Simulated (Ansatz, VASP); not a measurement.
## Two plane-wave programs on BAs

Contents of INCAR:

```
SYSTEM = BAs
PREC = Accurate ; ENCUT = 520
EDIFF = 1E-7 ; ISMEAR = -1
SIGMA = 0.05 ; LREAL = .False.
LASPH = .True. ; NELM = 100
ALGO = Normal ; ISIF = 2
LWAVE = .False. ; LCHARG = .False.
GGA = B5 ; ALDAX = 1.0
AGGAX = 1.0 ; AGGAC = 1.0
ALDAC = 0.0 ; NBANDS = 11
```

KPOINTS

```
regular mesh
0
Gamma
  8 8 8
  0 0 0
```

Contents of POSCAR:

```
BAs
1.0
    3.2358670400      0.0000000000      0.0000000000
    0.0000000000      3.2358670400      0.0000000000
    0.0000000000      0.0000000000      3.2358670400
B As
1 1
Direct
    0.0000000000      0.0000000000      0.0000000000
    0.5000000000      0.5000000000      0.5000000000
```

The input input.yaml:

```yaml
crystal:
  lattice:
    - [3.23586704, 0.0, 0.0]
    - [0.0, 3.23586704, 0.0]
    - [0.0, 0.0, 3.23586704]
  atoms:
    - { symbol: B, position: [0.0, 0.0, 0.0] }
    - { symbol: As, position: [0.5, 0.5, 0.5] }
hamiltonian:
  xc: blyp
  pseudopotentials: { kind: paw }
kpoints:
  mp_grid: { grid: [8, 8, 8] }
  band_path:
    path:
      - [[0.0, 0.0, 0.0], [0.0, 0.5, 0.0], [0.5, 0.5, 0.0], [0.0, 0.0, 0.0], [0.5, 0.5, 0.5], [0.0, 0.5, 0.0]]
      - [[0.5, 0.5, 0.0], [0.5, 0.5, 0.5]]
    npoints: 14
scf:
  occupations: { method: fermi_dirac, width: 0.05 }
  n_extra_bands: 6
output:
  forces: true
  stress: true
  eigenvalues: true
  fatbands: false
```

Alike in both runs: functional BLYP; k mesh 8 × 8 × 8; occupations fermi-dirac, width 0.05 eV; no spin polarisation.

|  | VASP | Ansatz |
| --- | --- | --- |
| version | VASP 6.6.1 | Ansatz 0.2.0 |
| potentials or method | VASP PAW PBE potentials, release 64 (B, As) | Ansatz PAW |
| plane-wave cutoff (eV) | 520 | 420 |
| valence electrons in the cell | 8 | 18 |
| task | single point | band structure |

|  | VASP | Ansatz | Ansatz less VASP |
| --- | --- | --- | --- |
| gap on the k mesh at the Fermi level (eV) | none | none | - |
| pressure (GPa) | -7.9 | -8.0 | -0.10 |

VASP's potentials were made for PBE, not for BLYP. A gap of «none» marks a metal or a gap that the smearing closes. VASP's potentials hold 8 valence electrons a cell and Ansatz's 18, so a difference there can come from the potentials and not from the codes.
